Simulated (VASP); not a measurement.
Here is a VASP 6.6.1 calculation.

The input POSCAR:

```
TiC
1.0
   -0.1623000000      2.1640000000      2.1640000000
    2.1640000000     -0.1623000000      2.1640000000
    2.0017000000      2.0017000000      0.0000000000
Ti C
1 1
Direct
    0.0000000000      0.0000000000      0.0000000000
    0.5000000000      0.5000000000      0.5000000000
```

File INCAR.step1:

```
PREC = Accurate ; ENCUT = 520
ISMEAR = 0 ; SIGMA = 0.15
LREAL = F ; LASPH = T
NELM = 60 ; NBANDS = 15
GGA = PE ; ALGO = Normal
EDIFF = 1E-4 ; LWAVE = T
LCHARG = F
```

Contents of INCAR.step2:

```
PREC = Accurate ; ENCUT = 520
EDIFF = 1E-7 ; ISMEAR = 0
SIGMA = 0.15 ; LREAL = F
LASPH = T ; NELM = 60
ALGO = Normal ; ISIF = 2
LWAVE = F ; LCHARG = F
METAGGA = R2SCAN ; LMIXTAU = T
NBANDS = 15 ; ISTART = 1
```

File KPOINTS:

```
Automatic mesh
0
Gamma
  18 18 18
```

Potentials or basis: VASP PAW PBE potentials, release 64 (Ti_sv, C).

Command:

```sh
$ cat potpaw_PBE.64/Ti_sv/POTCAR potpaw_PBE.64/C/POTCAR > POTCAR
$ cp INCAR.step1 INCAR
$ mpirun -np 1 vasp_std > vasp.out
$ cp INCAR.step2 INCAR
$ mpirun -np 1 vasp_std > vasp.out
```

(1) What does it give for the pressure?

(2) Estimate the band gap on the k mesh.

Answers

(1) 2.6 GPa.

(2) zero (bands 8 and 9 overlap by 1.40 eV).

Caveat: the cell differs from its parent crystal (strain -0.1500 x Voigt [0, 0, 0, 0, 0, 1]); the PAW data sets were made with another functional, which shifts forces and pressure a little.
